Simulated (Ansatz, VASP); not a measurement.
# Ni in VASP and in Ansatz

```xyz
2
Lattice="0.0000 2.5729 2.5729 2.5729 0.0000 2.5729 2.5729 2.5729 0.0000" Properties=species:S:1:pos:R:3 pbc="T T T"
Ni    0.6432    0.6432    0.6432
Ni    4.5026    4.5026    4.5026
```

Alike in both runs: task single point; functional revPBE; k mesh 12 × 12 × 12; occupations fermi-dirac, width 0.05 eV; collinear spin.

```csv
,VASP,Ansatz
version,VASP 6.6.1,Ansatz 0.2.0
potentials or method,"VASP PAW PBE potentials, release 64 (Ni), cutoff 520 eV","plane waves (420 eV) with PAW, scalar-relativistic"
valence electrons in the cell,20,36
```

```csv
,VASP,Ansatz,Ansatz less VASP
pressure (GPa),0.1,0.0,-0.07
net moment per atom (μB),0.79,0.80,+0.014
size of the moment on the site where the two differ most (μB),0.80,0.85,+0.049
```

VASP's potentials were made for PBE, not for revPBE. Site moments also hang on the region over which each program counts them. VASP's potentials hold 20 valence electrons a cell and Ansatz's 36, so a difference there can come from the potentials and not from the codes.
